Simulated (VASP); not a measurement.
Input of a VASP 6.6.1 run:

Contents of INCAR:

```
  PREC = Accurate
  ENCUT = 520
  EDIFF = 1E-6
  ISMEAR = -1
  SIGMA = 0.05
  LREAL = Auto
  LASPH = T
  NELM = 120
  ALGO = Normal
  ISIF = 2
  LWAVE = F
  LCHARG = T
  GGA = PE
  IVDW = 12
  LELF = T
  LVHAR = T
  NBANDS = 64
  GGA_COMPAT = F
```

The input KPOINTS:

```
regular mesh
0
Gamma
  1 1 1
```

The input POSCAR:

```
H15C2N3
1.0
    7.2189320000      0.0000000000      0.0000000000
    0.0000000000      7.2189320000      0.0000000000
    0.0000000000      0.0000000000      7.2189320000
C H N
4 30 6
Direct
    0.8181819693      0.7601124377     -0.0759253585
    0.7449716939      0.5960854043      0.0306139468
    0.3830206463      0.5732011328      0.6961971660
    0.3735732654      0.6912241312      0.5206448821
    0.7308006226      0.7678005555     -0.2086319694
    0.8090116377      0.8980275753     -0.0137693498
    0.9667635046      0.7285426709     -0.1292711997
    0.8567333783      0.5176943071      0.1109720939
    0.6243582846      0.6131793456      0.1260020180
    0.6887445401      0.4950732324     -0.0828100334
    0.3875642547      0.6598205940      0.8192763140
    0.2472803456      0.4895876565      0.6872900313
    0.5060720893      0.4791844555      0.6768729779
    0.3343015283      0.5991883564      0.4077195907
    0.2738493727      0.7991209780      0.5383898893
    0.5016670056      0.7605141592      0.4880500329
    0.3129410278      0.1060960264      0.6875255232
    0.5326965263      0.0420145251      0.6702237949
    0.4113073790      0.0144619730      0.8619003476
    0.9810453956      0.9936926958      0.2857347874
    0.9071424970      1.0425226335      0.4891997874
    0.7946050745      0.8874304398      0.3710521169
    0.5048530724      0.3458129263      0.2473634604
    0.6435716530      0.1672962150      0.2303526339
    0.5305078369      0.2553701850      0.0533596936
    0.8473137024      0.3962081926      0.4424061620
    1.0478558324      0.5205202099      0.4376547667
    1.0427304205      0.2967059393      0.3904317148
    1.0146930322      0.2511590357      0.7192199622
    0.8428532088      0.2255873861      0.8566225586
    1.0416776332      0.2813019987      0.9413719370
    0.1276920187      1.0382006646      0.0178419744
    0.3293284935      0.9785796569      0.1407548928
    0.1700528555      0.8252328738      0.0914816762
    0.4351059132      0.1033116810      0.7523135001
    0.8598086254      1.0128783593      0.3666470331
    0.5196752096      0.2180654978      0.1859554848
    0.9919611377      0.3990479478      0.4792260129
    0.9816410516      0.1916765527      0.8462470626
    0.1936158978      0.9581195667      0.1160975058
```

Potentials or basis: VASP PAW PBE potentials, release 64 (C, H, N).

The run is started by

```console
$ cat potpaw_PBE.64/C/POTCAR potpaw_PBE.64/H/POTCAR potpaw_PBE.64/N/POTCAR > POTCAR
$ mpirun -np 1 vasp_gam > vasp.out
```

Question: Estimate the dispersion energy per atom.

Answer: -0.038 eV.

Question: What does it give for the band gap on the k mesh?

Answer: 3.77 eV.

Question: Predict the pressure.

Answer: -0.2 GPa.

Forces in eV/Å, atoms in the order of the input:
```
C    0.356 -0.105 -2.185
C   -0.239 -2.342 -0.339
C   -0.717 -1.160 -1.550
C    0.104 -0.444  0.524
H    0.756  0.214  0.947
H    0.280 -0.155  0.260
H   -1.486  0.565  0.648
H   -0.869  0.654 -0.534
H    0.497  0.444 -0.337
H    0.729  0.771  1.526
H    0.159 -0.109  0.377
H    1.482  0.486  0.747
H   -0.874  0.283  0.739
H   -0.016  0.097 -0.538
H   -0.891  0.686 -0.172
H    0.711  0.198 -0.236
H   -0.643  0.085 -0.771
H   -0.270  0.034 -0.126
H    0.219  0.280 -0.291
H   -0.629  0.008  0.292
H    0.544  0.308  2.377
H    0.045  0.030  0.131
H   -0.067 -0.371  0.325
H    0.474 -0.192  0.148
H    0.160 -0.138 -1.309
H    1.807  0.348  0.518
H   -0.033  0.398 -0.178
H   -0.004  0.700  0.425
H    0.021 -0.001  0.273
H    0.281 -0.320  0.101
H   -0.148 -0.240 -0.361
H    0.585 -0.280 -0.059
H    0.353  0.750  0.040
H   -0.277 -1.160 -0.341
N    0.868 -0.354  1.099
N   -0.042 -0.555 -2.665
N   -0.518  0.609  0.943
N   -1.711 -1.339 -1.012
N   -0.268  0.918  0.045
N   -0.730  0.400  0.516
```

Caveat: the k points lie up to 0.87 Å⁻¹ apart.
